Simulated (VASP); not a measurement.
A run of VASP 6.6.1:

Contents of INCAR:

```
SYSTEM = B18HN18
PREC = Accurate
ENCUT = 520
EDIFF = 1E-6
ISMEAR = -1
SIGMA = 0.01
LREAL = Auto
LASPH = .True.
NELM = 120
ALGO = Normal
ISIF = 2
LWAVE = .False.
LCHARG = .True.
GGA = PE
LELF = .True.
LVHAR = .True.
NELECT = 146.0
NBANDS = 96
GGA_COMPAT = .False.
```

File KPOINTS:

```
Automatic mesh
0
Gamma
  1 1 1
  0.25 0.25 0.25
```

The input POSCAR:

```
B18HN18
1.0
    7.4650312800      0.0000000000      0.0000000000
   -3.7325156400      6.4649067300      0.0000000000
    0.0000000000      0.0000000000      6.4954828800
B N H
18 18 1
Direct
    0.2091235290      0.1893697854      0.2365974984
    0.1195665363      0.1404103784      0.7483682260
    0.2089407707      0.5206149355      0.2355792523
    0.1196638184      0.4736093076      0.7497979888
    0.2100970531      0.8555575867      0.2495902198
    0.1179455014      0.8060823176      0.7593504734
    0.5441863469      0.1900635309      0.2480673154
    0.4502231448      0.1398263019      0.7516540479
    0.5367910505      0.5188803397      0.2946336763
    0.4577728045      0.4764792639      0.7075039816
    0.5440408441      0.8549863487      0.2467808829
    0.4500025001      0.8047582459      0.7518035364
    0.8762257240      0.1886393804      0.2392639668
    0.7840560486      0.1390855333      0.7500105981
    0.8744160179      0.5210319562      0.2500276007
    0.7852605588      0.4740362279      0.7648690778
    0.8746586307      0.8543886603      0.2501436814
    0.7851570279      0.8053972342      0.7640346517
    0.0067034754      0.2499661739      0.7458156829
    0.3205505629      0.0780642353      0.2478006685
    0.0083869721      0.5837733099      0.7611994507
    0.3162659957      0.4091641396      0.2279524136
    0.0080331304      0.9175708557      0.7593607883
    0.3204004504      0.7443420611      0.2464842152
    0.3400238272      0.2491189846      0.7414278644
    0.6536137379      0.0778483002      0.2415569449
    0.3398357926      0.5845408384      0.7429050448
    0.6543353385      0.4101624526      0.2584040372
    0.3405571295      0.9169640410      0.7567200300
    0.6543529179      0.7458881004      0.2564389793
    0.6737952607      0.2503442149      0.7532636280
    0.9862127005      0.0772236972      0.2394464013
    0.6780134699      0.5855355936      0.7744566636
    0.9857724387      0.4109469960      0.2378623774
    0.6736035541      0.9165380488      0.7520567893
    0.9874546239      0.7447185553      0.2536862971
    0.4998804765      0.5009383948      0.5003617221
```

Potentials or basis: VASP PAW PBE potentials, release 64 (B, N, H).

Run with:

```bash
$ cat potpaw_PBE.64/B/POTCAR potpaw_PBE.64/N/POTCAR potpaw_PBE.64/H/POTCAR > POTCAR
$ mpirun -np 1 vasp_std > vasp.out
```

Hardware: 1 thread of AMD EPYC 9R14 (Zen 4), on a shared host.

Question: How long does it take, and how much memory?

Answer: Run time: 6.4 min on 1 thread of AMD EPYC 9R14 (Zen 4) (shared host), peak memory 0.39 GiB. Counts: scf iterations 15, k points 6.
